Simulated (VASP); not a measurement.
A run of VASP 6.6.1 is set up as follows.

The input POSCAR:

```
AlN
1.0
   -3.1066653462      0.0000000000      0.0000000000
    0.0000000000      0.0000000000     -4.9784048411
    0.0000000000     -5.3809022217      0.0000000000
Al N
4 4
Direct
    0.5241416412      0.9983070980      0.1666666667
   -0.0241416412      0.9983070980      0.6666666667
    0.0241416412      0.4983070980      0.3333333333
    0.4758583588      0.4983070980      0.8333333333
    0.5217222179      0.6166929020      0.1666666667
   -0.0217222179      0.6166929020      0.6666666667
    0.0217222179      0.1166929020      0.3333333333
    0.4782777821      0.1166929020      0.8333333333
```

File INCAR.step1:

```
ALGO = Normal
EDIFF = 1E-4
ENCUT = 520
GGA = PE
ISMEAR = 0
LASPH = True
LCHARG = False
LREAL = False
LWAVE = True
NBANDS = 26
NELM = 80
PREC = Accurate
SIGMA = 0.05
```

File INCAR.step2:

```
ALGO = Normal
EDIFF = 1E-7
ENCUT = 520
ISIF = 2
ISMEAR = 0
ISTART = 1
LASPH = True
LCHARG = False
LMIXTAU = True
LREAL = False
LWAVE = False
METAGGA = R2SCAN
NBANDS = 26
NELM = 80
PREC = Accurate
SIGMA = 0.05
```

Contents of KPOINTS:

```
k-points
0
Gamma
  8 6 4
```

Potentials or basis: VASP PAW PBE potentials, release 64 (Al, N).

Command:

```sh
$ cat potpaw_PBE.64/Al/POTCAR potpaw_PBE.64/N/POTCAR > POTCAR
$ cp INCAR.step1 INCAR
$ mpirun -np 1 vasp_std > vasp.out
$ cp INCAR.step2 INCAR
$ mpirun -np 1 vasp_std > vasp.out
```

Question: Predict the band gap on the k mesh.

Answer: 4.89 eV.

Question: Predict the largest force.

Answer: 0.417 eV/Å.

Question: Estimate the pressure.

Answer: -0.6 GPa.

Forces on the atoms (eV/Å):
```
Al   0.414  0.046 -0.009
Al  -0.414  0.046 -0.009
Al   0.414 -0.046 -0.009
Al  -0.414 -0.046 -0.009
N    0.195  0.052  0.009
N   -0.195  0.052  0.009
N    0.195 -0.052  0.009
N   -0.195 -0.052  0.009
```

Caveat: the cell differs from its parent crystal (atoms displaced along a vibrational mode); the PAW data sets were made with another functional, which shifts forces and pressure a little. A k mesh can miss the band edges.
